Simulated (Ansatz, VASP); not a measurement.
PtSe in VASP and in Ansatz

The input INCAR:

```
PREC = Accurate
ENCUT = 520
EDIFF = 1E-6
ISMEAR = -1
SIGMA = 0.03
LREAL = F
LASPH = T
NELM = 60
ALGO = Normal
ISIF = 2
LWAVE = F
LCHARG = T
GGA = PS
LELF = T
LVHAR = T
NBANDS = 15
```

File KPOINTS:

```
Automatic mesh
0
Gamma
  11 11 11
```

File POSCAR:

```
PtSe
1.0
    0.0000000000      2.6439660098      2.6439660098
    2.6439660098      0.0000000000      2.6439660098
    2.6439660098      2.6439660098      0.0000000000
Pt Se
1 1
Direct
    0.0000000000      0.0000000000      0.0000000000
    0.5000000000      0.5000000000      0.5000000000
```

Input for Ansatz:

```yaml
crystal:
  lattice:
    - [0.0, 2.6439660098, 2.6439660098]
    - [2.6439660098, 0.0, 2.6439660098]
    - [2.6439660098, 2.6439660098, 0.0]
  atoms:
    - { symbol: Pt, position: [0.0, 0.0, 0.0] }
    - { symbol: Se, position: [0.5, 0.5, 0.5] }
kpoints:
  mp_grid: { grid: [11, 11, 11] }
  band_path:
    path:
      - [0.0, 0.0, 0.0]
      - [0.5, 0.0, 0.5]
      - [0.625, 0.25, 0.625]
      - [0.375, 0.375, 0.75]
      - [0.0, 0.0, 0.0]
      - [0.5, 0.5, 0.5]
      - [0.5, 0.25, 0.75]
      - [0.5, 0.0, 0.5]
    npoints: 5
scf:
  occupations: { method: fermi_dirac, width: 0.03 }
hamiltonian:
  xc: pbesol
  pseudopotentials: { kind: all_electron, lapw: { basis_error: 0.0005 } }
output:
  forces: true
  stress: true
  eigenvalues: true
```

Alike in both runs: task single point; functional PBEsol; k mesh 11 × 11 × 11; occupations fermi-dirac, width 0.03 eV; no spin polarisation.

```csv
,VASP,Ansatz
version,VASP 6.6.1,Ansatz 0.2.0
potentials or method,"VASP PAW PBE potentials, release 64 (Pt, Se), cutoff 520 eV","all-electron LAPW, scalar-relativistic"
```

|  | VASP | Ansatz | Ansatz less VASP |
| --- | --- | --- | --- |
| pressure (GPa) | -6.1 | -6.2 | -0.03 |

VASP's potentials were made for PBE, not for PBEsol. Ansatz ran all-electron here, and VASP with PAW potentials.

Spin-orbit coupling is off throughout.
